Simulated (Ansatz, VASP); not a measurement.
# Two plane-wave programs on MgO

INCAR

```
PREC = Accurate
ENCUT = 520
EDIFF = 1E-6
ISMEAR = 0
SIGMA = 0.05
LREAL = F
LASPH = T
NELM = 60
ALGO = Normal
ISIF = 2
LWAVE = F
LCHARG = F
NBANDS = 16
```

Contents of KPOINTS:

```
regular mesh
0
Gamma
  6 6 6
```

File POSCAR:

```
MgO
1.0
    3.5561054200      0.0000000000      0.0000000000
   -1.7780527100      3.0192917963      0.0000000000
    0.0000000000      0.0000000000      4.1780412200
Mg O
2 2
Direct
    0.6666666667      0.3333333333      0.7500000000
    0.3333333333      0.6666666667      0.2500000000
    0.6666666667      0.3333333333      0.2500000000
    0.3333333333      0.6666666667      0.7500000000
```

Input for Ansatz:

```yaml
crystal:
  lattice:
    - [3.55610542, 0.0, 0.0]
    - [-1.77805271, 3.0192917963, 0.0]
    - [0.0, 0.0, 4.17804122]
  atoms:
    - { symbol: Mg, position: [0.6666666667, 0.3333333333, 0.75] }
    - { symbol: Mg, position: [0.3333333333, 0.6666666667, 0.25] }
    - { symbol: O, position: [0.6666666667, 0.3333333333, 0.25] }
    - { symbol: O, position: [0.3333333333, 0.6666666667, 0.75] }
basis:
  ecutwfc: 420
kpoints:
  mp_grid: { grid: [6, 6, 6] }
hamiltonian:
  xc: lda
scf:
  occupations: { method: gaussian, width: 0.05 }
output:
  forces: true
  stress: true
  eigenvalues: true
```

Change from the starting cell: strain +0.0200 x Voigt [1, 0, 0, 0, 0, 0], atoms carried along.

Alike in both runs: task single point; functional LDA; k mesh 6 × 6 × 6; occupations gaussian, width 0.05 eV; no spin polarisation.

|  | VASP | Ansatz |
| --- | --- | --- |
| version | VASP 6.6.1 | Ansatz 0.2.0 |
| potentials or method | VASP PAW LDA potentials, release 64 (Mg, O), cutoff 520 eV | scalar-relativistic, plane waves, PAW |
| valence electrons in the cell | 16 | 32 |

|  | VASP | Ansatz | Ansatz less VASP |
| --- | --- | --- | --- |
| gap on the k mesh at the Fermi level (eV) | 3.25 | 3.25 | +0.004 |
| least direct gap on the mesh (eV) | 3.25 | 3.25 | +0.004 |
| pressure (GPa) | -8.0 | -6.3 | +1.71 |
| traceless stress, the component that is largest in VASP (GPa) | -2.02 | -1.91 | +0.112 |
| rms of the force components (eV/Å) | 0.081 | 0.079 | -0.0022 |

LDA's correlation is that of Perdew and Zunger in VASP and of Perdew and Wang (1992) in Ansatz. Atom by atom the forces differ by 0.002 eV/Å (rms over components). VASP's potentials hold 16 valence electrons a cell and Ansatz's 32, so a difference there can come from the potentials and not from the codes.
